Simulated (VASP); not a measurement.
Here is a VASP 6.6.1 calculation.

Contents of INCAR:

```
SYSTEM = SnTe
PREC = Accurate ; ENCUT = 600
EDIFF = 1E-7 ; ISMEAR = -1
SIGMA = 0.1 ; LREAL = .FALSE.
LASPH = .TRUE. ; NELM = 100
ALGO = Normal ; ISIF = 3
LWAVE = .FALSE. ; LCHARG = .FALSE.
GGA = PS ; IBRION = 2
NSW = 80 ; EDIFFG = -0.01
```

The input KPOINTS:

```
Automatic mesh
0
G
  9 9 9
  0 0 0
```

Contents of POSCAR:

```
SnTe
1.0
    0.0000000000      3.1508500000      3.1508500000
    3.1508500000      0.0000000000      3.1508500000
    3.1508500000      3.1508500000      0.0000000000
Sn Te
1 1
Direct
    0.0000000000      0.0000000000      0.0000000000
    0.5000000000      0.5000000000      0.5000000000
```

Potentials or basis: VASP PAW PBE potentials, release 64 (Sn_d, Te).

Run with:

```sh
$ cat potpaw_PBE.64/Sn_d/POTCAR potpaw_PBE.64/Te/POTCAR > POTCAR
$ mpirun -np 1 vasp_std > vasp.out
```

**Question.** Predict the space group after relaxing (to 0.05 Å).

**Answer.** Fm-3m (No. 225).

**Question.** What does it give for the relaxed cell?

**Answer.** a = 4.447 Å, b = 4.447 Å, c = 4.447 Å, α = 60.00°, β = 60.00°, γ = 60.00°.

Final structure:
```yaml
crystal:
  lattice:
    - [0.00000, 3.14436, 3.14436]
    - [3.14436, 0.00000, 3.14436]
    - [3.14436, 3.14436, 0.00000]
  atoms:
    - { symbol: Sn, position: [0.00000, 0.00000, 0.00000] }
    - { symbol: Te, position: [0.50000, 0.50000, 0.50000] }
```
